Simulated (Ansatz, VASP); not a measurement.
## NaF in VASP and in Ansatz

```
Na F
1.0
     2.31510    2.31510    0.00000
    -2.31510    2.31510    0.00000
     0.00000    2.31510    2.31510
Na F
1 1
Direct
  0.00000 0.00000 0.00000
  0.50000 0.50000 0.00000
```

Alike in both runs: functional PBEsol; k mesh 12 × 12 × 12; occupations fermi-dirac, width 0.1 eV; no spin polarisation.

Ansatz relaxed the structure, and its values are those at the end. VASP's run is a single point on that final structure, the one shown.

```csv
,VASP,Ansatz
version,VASP 6.6.1,Ansatz 0.2.0
potentials or method,"VASP PAW PBE potentials, release 64 (Na_pv, F)","PAW with Ansatz's default frozen-core files, scalar-relativistic"
plane-wave cutoff (eV),520,420
valence electrons in the cell,14,16
```

```tsv
	VASP	Ansatz	Ansatz less VASP
pressure (GPa)	-0.1	0.0	+0.08
```

VASP's potentials were made for PBE, not for PBEsol. VASP's potentials hold 14 valence electrons a cell and Ansatz's 16, so a difference there can come from the potentials and not from the codes.
